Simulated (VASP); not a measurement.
# Bi (Im-3m) in VASP: notebook

Bi is run at these levels: PBEsol; tasks: single point.

Program: VASP 6.6.1. These are calculated values, not measurements. Logs are shortened: lines on timing, memory, paths and dates and some standing lists are left out, and cuts for length are marked.

### Step 1. The cell of the first run

It takes space group Im-3m (No. 229, cubic). The conventional cell has a = 3.638 Å, b = 3.638 Å, c = 3.638 Å, α = 90.00°, β = 90.00°, γ = 90.00°. Bi (site symmetry m-3m) has 14 Bi at 3.15 to 3.64 Å within 4.1 Å.

### Step 2. Single point, PBEsol

Input file INCAR:

```
SYSTEM = Bi
PREC = Accurate
ENCUT = 500
EDIFF = 1E-6
ISMEAR = -1
SIGMA = 0.05
LREAL = .False.
LASPH = .True.
NELM = 120
ALGO = Normal
ISIF = 2
LWAVE = .False.
LCHARG = .False.
GGA = PS
NBANDS = 14
GGA_COMPAT = .False.
```

Input file KPOINTS:

```
Automatic mesh
0
Gamma
  15 15 15
  0 0 0
```

Input file POSCAR:

```
Bi
1.0
   -1.8191104146      1.8191104146      1.8191104146
    1.8191104146     -1.8191104146      1.8191104146
    1.8191104146      1.8191104146     -1.8191104146
Bi
1
Direct
    0.0000000000      0.0000000000      0.0000000000
```

Potentials or basis: VASP PAW PBE potentials, release 64 (Bi_d).

Launch:

```console
> cat potpaw_PBE.64/Bi_d/POTCAR > POTCAR
> mpirun -np 1 vasp_std > vasp.out
```

OUTCAR:

```text
SYSTEM = Bi
   PREC = Accurate
   ENCUT = 500
   EDIFF = 1E-6
   ISMEAR = -1
   LREAL = .False.
   LASPH = .True.
   NELM = 120
   ISIF = 2
   GGA = PS

 ion  position               nearest neighbor table
   1  0.000  0.000  0.000-

  LATTYP: Found a body centered cubic cell.
 ALAT       =     3.6382208292

  Lattice vectors:

 A1 = (  -1.8191104146,   1.8191104146,   1.8191104146)
 A2 = (   1.8191104146,  -1.8191104146,   1.8191104146)
 A3 = (   1.8191104146,   1.8191104146,  -1.8191104146)

Analysis of symmetry for initial positions (statically):
=====================================================================
 Subroutine PRICEL returns:
 Original cell was already a primitive cell.

 Routine SETGRP: Setting up the symmetry group for a
 body centered cubic supercell.

 Subroutine GETGRP returns: Found 48 space group operations
 (whereof 48 operations were pure point group operations)
 out of a pool of 48 trial point group operations.

The static configuration has the point symmetry O_h .

Analysis of symmetry for dynamics (positions and initial velocities):
=====================================================================
 Subroutine PRICEL returns:
 Original cell was already a primitive cell.

 Routine SETGRP: Setting up the symmetry group for a
 body centered cubic supercell.

 Subroutine GETGRP returns: Found 48 space group operations
 (whereof 48 operations were pure point group operations)
 out of a pool of 48 trial point group operations.

The dynamic configuration has the point symmetry O_h .

 Subroutine INISYM returns: Found 48 space group operations
 (whereof 48 operations are pure point group operations),
 and found     1 'primitive' translations

----------------------------------------------------------------------------------------

                                     Primitive cell

  volume of cell :      24.0789

  direct lattice vectors                    reciprocal lattice vectors
    -1.819110415  1.819110415  1.819110415     0.000000000  0.274859621  0.274859621
     1.819110415 -1.819110415  1.819110415     0.274859621  0.000000000  0.274859621
     1.819110415  1.819110415 -1.819110415     0.274859621  0.274859621  0.000000000

  length of vectors
     3.150791663  3.150791663  3.150791663     0.388710204  0.388710204  0.388710204

  position of ions in fractional coordinates (direct lattice)
     0.000000000  0.000000000  0.000000000

  ion indices of the primitive-cell ions
   primitive index   ion index
                 1           1

----------------------------------------------------------------------------------------

 KPOINTS: Automatic mesh

Automatic generation of k-mesh.
 Grid dimensions read from file:
 generate k-points for:   15   15   15

 Generating k-lattice:

  Cartesian coordinates                     Fractional coordinates (reciprocal lattice)
     0.000000000  0.018323975  0.018323975     0.066666667  0.000000000  0.000000000
     0.018323975  0.000000000  0.018323975     0.000000000  0.066666667  0.000000000
     0.018323975  0.018323975  0.000000000     0.000000000  0.000000000  0.066666667

  Length of vectors
     0.025914014  0.025914014  0.025914014

  Shift w.r.t. Gamma in fractional coordinates (k-lattice)
     0.000000000  0.000000000  0.000000000

 Subroutine IBZKPT returns following result:
 ===========================================

 Found    120 irreducible k-points:

 Following reciprocal coordinates:
            Coordinates               Weight
  0.000000  0.000000  0.000000      1.000000
  0.066667  0.000000  0.000000     12.000000
  0.133333  0.000000  0.000000     12.000000
  0.200000  0.000000  0.000000     12.000000
  0.266667  0.000000  0.000000     12.000000
  0.333333  0.000000  0.000000     12.000000
[... 16 lines left out ...]
  0.333333  0.200000  0.000000     48.000000
  0.400000  0.200000  0.000000     24.000000
 [... further k-points ...]
   k-points           NKPTS =    120   k-points in BZ     NKDIM =    120   number of bands    NBANDS=     14
   number of dos      NEDOS =    301   number of ions     NIONS =      1
   total plane-waves  NPLWV =  13824
   dimension x,y,z NGX =    24 NGY =   24 NGZ =   24
   dimension x,y,z NGXF=    48 NGYF=   48 NGZF=   48
   ions per type =               1
   NGX,Y,Z   is equivalent  to a cutoff of  12.66, 12.66, 12.66 a.u.
   NGXF,Y,Z  is equivalent  to a cutoff of  25.33, 25.33, 25.33 a.u.
 SYSTEM =  Bi
   PREC   = accura    normal or accurate (medium, high low for compatibility)
   ISTART =      0    job   : 0-new  1-cont  2-samecut
   ICHARG =      2    charge: 1-file 2-atom 10-const
   ISPIN  =      1    spin polarized calculation?
   LNONCOLLINEAR =      F non collinear calculations
   LSORBIT =      F    spin-orbit coupling
   LASPH  =      T    aspherical Exc in radial PAW
   ENCUT  =  500.0 eV  36.75 Ry    6.06 a.u.   5.74  5.74  5.74*2*pi/ulx,y,z
   NELM   =    120;   NELMIN=  2; NELMDL= -5     # of ELM steps
   EDIFF  = 0.1E-05   stopping-criterion for ELM
   LREAL  =      F    real-space projection
   EDIFFG = 0.1E-04   stopping-criterion for IOM
   NSW    =      0    number of steps for IOM
   IBRION =     -1    ionic relax: 0-MD 1-quasi-New 2-CG
   NFREE  =      0    steps in history (QN), initial steepest desc. (CG)
   ISIF   =      2    stress and relaxation
   ISYM   =      2    0-nonsym 1-usesym 2-fastsym
   POTIM  = 0.5000    time-step for ionic-motion
   TEBEG  =    0.0;   TEEND  =   0.0 temperature during run
   PSTRESS=    0.0 pullay stress
   NELECT =      15.0000    total number of electrons
   NUPDOWN=      -1.0000    fix difference up-down
   EMIN   =  10.00;   EMAX   =-10.00  energy-range for DOS
   EFERMI =   0.00;   METHOD = LEGACY
   ISMEAR =    -1;   SIGMA  =   0.05  broadening in eV -4-tet -1-fermi 0-gaus
   EFERMI_NEDOS =   21; number of points for ismear=-14 and -15
   IALGO  =     38    algorithm
   IMIX   =      4    mixing-type and parameters
     AMIX     =   0.40;   BMIX     =  1.00
     AMIX_MAG =   1.60;   BMIX_MAG =  1.00
  volume/ion in A,a.u.               =      24.08       162.49
  Fermi-wavevector in a.u.,A,eV,Ry     =   1.398169  2.642155 26.597693  1.954875
  Thomas-Fermi vector in A             =   2.521353
   LORBIT       =      0    0 simple, 1 ext, 2 COOP (PROOUT), +10 PAW based schemes
   GGA     = PS    functional components
   LHFCALC =     F    Hartree Fock is set to
   AEXX    =    0.0000 exact exchange contribution
   IVDW    =     0    specifies the selected vdW correction
   LEPSILON=     F    determine dielectric tensor
   LRPA    =     F    only Hartree local field effects (RPA)
 non-spin polarized calculation
  energy-cutoff  :      500.00
  volume of cell :       24.08
 maximum number of plane-waves:       627
   NGX = 11   NGY = 11   NGZ = 11

 number of electron      15.0000009 magnetization

 Free energy of the ion-electron system (eV)
  ---------------------------------------------------
  ext. energy  EPLUGINS =         0.00000000
  ---------------------------------------------------
  free energy    TOTEN  =        -3.88531693 eV

  energy without entropy =       -3.87836691  energy(sigma->0) =       -3.88184192

 E-fermi :  11.4042     XC(G=0): -11.7229

 val. band max:       11.3729355112   @ k =  -0.4667   0.4667   0.2000
 cond. band min:      11.4079919337   @ k =   0.2000   0.0667   0.0000
 fundamental gap:      0.0350564225
 Fermi energy:        11.4042029207

 k-point     1 :       0.0000    0.0000    0.0000
  band No.  band energies     occupation
      1     -11.9207      2.00000
      2     -11.9207      2.00000
      3     -11.9207      2.00000
      4     -11.6284      2.00000
      5     -11.6284      2.00000
      6      -4.2982      2.00000
      7      18.6087      0.00000
      8      18.6087      0.00000
      9      18.6087      0.00000
     10      21.7610      0.00000
     11      21.7610      0.00000
     12      21.7610      0.00000
     13      24.3532      0.00000
     14      24.9421      0.00000

 k-point     2 :       0.0667    0.0000    0.0000
  band No.  band energies     occupation
      1     -11.9250      2.00000
      2     -11.9148      2.00000
      3     -11.9009      2.00000
      4     -11.6333      2.00000
      5     -11.6288      2.00000
      6      -4.1896      2.00000
      7      17.4719      0.00000
      8      18.2074      0.00000
      9      18.4420      0.00000
     10      21.1923      0.00000
     11      21.5617      0.00000
     12      21.6861      0.00000
     13      24.7800      0.00000
     14      25.3046      0.00000

 k-point     3 :       0.1333    0.0000    0.0000
  band No.  band energies     occupation
      1     -11.9374      2.00000
      2     -11.8999      2.00000
      3     -11.8448      2.00000
      4     -11.6463      2.00000
      5     -11.6302      2.00000
      6      -3.8633      2.00000
      7      15.1698      0.00000
      8      17.2776      0.00000
      9      17.9585      0.00000
     10      20.3969      0.00000
     11      21.1369      0.00000
     12      21.7391      0.00000
     13      25.0051      0.00000
     14      26.2152      0.00000
[... 324 lines left out ...]
 k-point    23 :       0.3333    0.2000    0.0000
  band No.  band energies     occupation
      1     -11.9692      2.00000
      2     -11.8323      2.00000
      3     -11.6714      2.00000
      4     -11.6516      2.00000
      5     -11.5232      2.00000
      6       0.4448      2.00000
      7       6.0381      2.00000
      8       9.8707      2.00000
      9      14.4719      0.00000
     10      20.5233      0.00000
     11      22.9276      0.00000
     12      24.6771      0.00000
     13      25.3467      0.00000
     14      29.5803      0.00000

 k-point    24 :       0.4000    0.2000    0.0000
  band No.  band energies     occupation
      1     -11.9711      2.00000
      2     -11.8302      2.00000
      3     -11.6741      2.00000
      4     -11.6436      2.00000
      5     -11.5163      2.00000
      6       0.8902      2.00000
      7       5.4509      2.00000
      8       9.6782      2.00000
      9      14.3762      0.00000
     10      20.4594      0.00000
     11      23.8441      0.00000
     12      24.2712      0.00000
     13      24.6909      0.00000
     14      31.1336      0.00000

 [... further k-points ...]

------------------------ aborting loop because EDIFF is reached ----------------------------------------

  FORCE on cell =-STRESS in cart. coord.  units (eV):
  Direction    XX          YY          ZZ          XY          YZ          ZX
  --------------------------------------------------------------------------------------
  -------------------------------------------------------------------------------------
  Total        3.3044748      3.3044748      3.3044748      0.0000000      0.0000000      0.0000000
  in kB      219.8750032    219.8750032    219.8750032      0.0000000      0.0000000      0.0000000
  external PRESSURE =     219.8750032 kB  Pullay stress =       0.0000000 kB

 VOLUME and BASIS-vectors are now :
 -----------------------------------------------------------------------------
  energy-cutoff  :      500.00
  volume of cell :       24.08
      direct lattice vectors                 reciprocal lattice vectors
    -1.819110415  1.819110415  1.819110415     0.000000000  0.274859621  0.274859621
     1.819110415 -1.819110415  1.819110415     0.274859621  0.000000000  0.274859621
     1.819110415  1.819110415 -1.819110415     0.274859621  0.274859621  0.000000000

 POSITION                                       TOTAL-FORCE (eV/Angst)
 -----------------------------------------------------------------------------------
      0.00000      0.00000      0.00000         0.000000     -0.000000     -0.000000
 -----------------------------------------------------------------------------------
    total drift:                               -0.000000     -0.000000      0.000000

  FREE ENERGIE OF THE ION-ELECTRON SYSTEM (eV)
  ---------------------------------------------------
  free  energy   TOTEN  =        -3.8853169307 eV

  energy  without entropy=       -3.8783669102  energy(sigma->0) =       -3.88184192
```

Wall time 16 s (1 thread of AMD EPYC 9R45 (Zen 5), shared host); peak memory 0.13 GiB.

What came out:

* Free energy: -3.8853 eV
* Pressure: 22.0 GPa

Caveat: the PAW data sets were made with another functional, which shifts forces and pressure a little; spin-orbit coupling is left out, which moves the levels of the heavy elements.

### Step 3. Single point, PBEsol

Input file INCAR:

```
ALGO = Normal
EDIFF = 1E-6
ENCUT = 500
GGA = PS
GGA_COMPAT = False
ISIF = 2
ISMEAR = -1
LASPH = True
LCHARG = False
LREAL = False
LWAVE = False
NBANDS = 14
NELM = 120
PREC = Accurate
SIGMA = 0.05
```

Input file KPOINTS:

```
k-points
0
Gamma
  15 15 15
```

Input file POSCAR:

```
Bi
1.0
   -1.8193791892      1.8193791892      1.8193791892
    1.8193791892     -1.8193791892      1.8193791892
    1.8193791892      1.8193791892     -1.8193791892
Bi
1
Direct
    0.0000000000      0.0000000000      0.0000000000
```

Potentials or basis: VASP PAW PBE potentials, release 64 (Bi_d).

Launch:

```console
> cat potpaw_PBE.64/Bi_d/POTCAR > POTCAR
> mpirun -np 1 vasp_std > vasp.out
```

OUTCAR:

```text
EDIFF = 1E-6
   ENCUT = 500
   GGA = PS
   ISIF = 2
   ISMEAR = -1
   LASPH = True
   LREAL = False
   NELM = 120
   PREC = Accurate

 ion  position               nearest neighbor table
   1  0.000  0.000  0.000-

  LATTYP: Found a body centered cubic cell.
 ALAT       =     3.6387583784

  Lattice vectors:

 A1 = (  -1.8193791892,   1.8193791892,   1.8193791892)
 A2 = (   1.8193791892,  -1.8193791892,   1.8193791892)
 A3 = (   1.8193791892,   1.8193791892,  -1.8193791892)

Analysis of symmetry for initial positions (statically):
=====================================================================
 Subroutine PRICEL returns:
 Original cell was already a primitive cell.

 Routine SETGRP: Setting up the symmetry group for a
 body centered cubic supercell.

 Subroutine GETGRP returns: Found 48 space group operations
 (whereof 48 operations were pure point group operations)
 out of a pool of 48 trial point group operations.

The static configuration has the point symmetry O_h .

[... 166 lines left out ...]
      1     -11.9268      2.00000
      2     -11.9268      2.00000
      3     -11.9268      2.00000
      4     -11.6349      2.00000
      5     -11.6349      2.00000
      6      -4.3009      2.00000
      7      18.5975      0.00000
      8      18.5975      0.00000
      9      18.5975      0.00000
     10      21.7544      0.00000
     11      21.7544      0.00000
     12      21.7544      0.00000
     13      24.3385      0.00000
     14      24.9313      0.00000
[... 377 lines left out ...]
      1     -11.9771      2.00000
      2     -11.8364      2.00000
      3     -11.6806      2.00000
      4     -11.6501      2.00000
      5     -11.5230      2.00000
      6       0.8838      2.00000
      7       5.4467      2.00000
      8       9.6719      2.00000
      9      14.3683      0.00000
     10      20.4500      0.00000
     11      23.8341      0.00000
     12      24.2627      0.00000
     13      24.6805      0.00000
     14      31.1229      0.00000

 [... further k-points ...]

------------------------ aborting loop because EDIFF is reached ----------------------------------------

  FORCE on cell =-STRESS in cart. coord.  units (eV):
  Direction    XX          YY          ZZ          XY          YZ          ZX
  --------------------------------------------------------------------------------------
  -------------------------------------------------------------------------------------
  Total        3.2961337      3.2961337      3.2961337     -0.0000000     -0.0000000      0.0000000
  in kB      219.2228112    219.2228112    219.2228112     -0.0000000     -0.0000000      0.0000000
  external PRESSURE =     219.2228112 kB  Pullay stress =       0.0000000 kB

 VOLUME and BASIS-vectors are now :
 -----------------------------------------------------------------------------
  energy-cutoff  :      500.00
  volume of cell :       24.09
      direct lattice vectors                 reciprocal lattice vectors
    -1.819379189  1.819379189  1.819379189     0.000000000  0.274819017  0.274819017
     1.819379189 -1.819379189  1.819379189     0.274819017  0.000000000  0.274819017
     1.819379189  1.819379189 -1.819379189     0.274819017  0.274819017  0.000000000

 POSITION                                       TOTAL-FORCE (eV/Angst)
 -----------------------------------------------------------------------------------
      0.00000      0.00000      0.00000         0.000000      0.000000      0.000000
 -----------------------------------------------------------------------------------
    total drift:                               -0.000000      0.000000      0.000000

  FREE ENERGIE OF THE ION-ELECTRON SYSTEM (eV)
  ---------------------------------------------------
  free  energy   TOTEN  =        -3.8867891391 eV

  energy  without entropy=       -3.8798402009  energy(sigma->0) =       -3.88331467
```

OSZICAR:

```text
N       E                     dE             d eps       ncg     rms          rms(c)
DAV:   1     0.112290168976E+03    0.11229E+03   -0.74736E+03  3404   0.131E+03
DAV:   2     0.210045913402E+01   -0.11019E+03   -0.10637E+03  3606   0.344E+02
DAV:   3    -0.377486840354E+01   -0.58753E+01   -0.58477E+01  4226   0.765E+01
DAV:   4    -0.389738388302E+01   -0.12252E+00   -0.12248E+00  4156   0.113E+01
DAV:   5    -0.390229485884E+01   -0.49110E-02   -0.49108E-02  4724   0.214E+00    0.675E-01
DAV:   6    -0.389146324336E+01    0.10832E-01   -0.84347E-03  4588   0.148E+00    0.354E-01
DAV:   7    -0.388701418121E+01    0.44491E-02   -0.50797E-03  5206   0.114E+00    0.716E-02
DAV:   8    -0.388679613750E+01    0.21804E-03   -0.39245E-04  4532   0.309E-01    0.704E-03
DAV:   9    -0.388679033071E+01    0.58068E-05   -0.11802E-05  4470   0.559E-02    0.391E-03
DAV:  10    -0.388678910600E+01    0.12247E-05   -0.60078E-07  3120   0.943E-03    0.486E-04
DAV:  11    -0.388678913909E+01   -0.33098E-07   -0.27193E-07  2706   0.866E-03
   1 F= -.38867891E+01 E0= -.38833147E+01  d E =-.694894E-02
```

Wall time 16 s (1 thread of AMD EPYC 9R45 (Zen 5), shared host); peak memory 0.13 GiB.

What came out:

| Item | Value |
| --- | --- |
| Free energy | -3.8868 eV |
| Pressure | 21.9 GPa |

Levels at points of the mesh, in eV from the Fermi level:
| k point | band 4 | band 5 | band 6 | band 7 | band 8 | band 9 | band 10 | band 11 |
| --- | --- | --- | --- | --- | --- | --- | --- | --- |
| (0.00, 0.00, 0.00) | -23.03 | -23.03 | -15.70 | 7.20 | 7.20 | 7.20 | 10.36 | 10.36 |

Caveat: the PAW data sets were made with another functional, which shifts forces and pressure a little; spin-orbit coupling is left out, which moves the levels of the heavy elements.
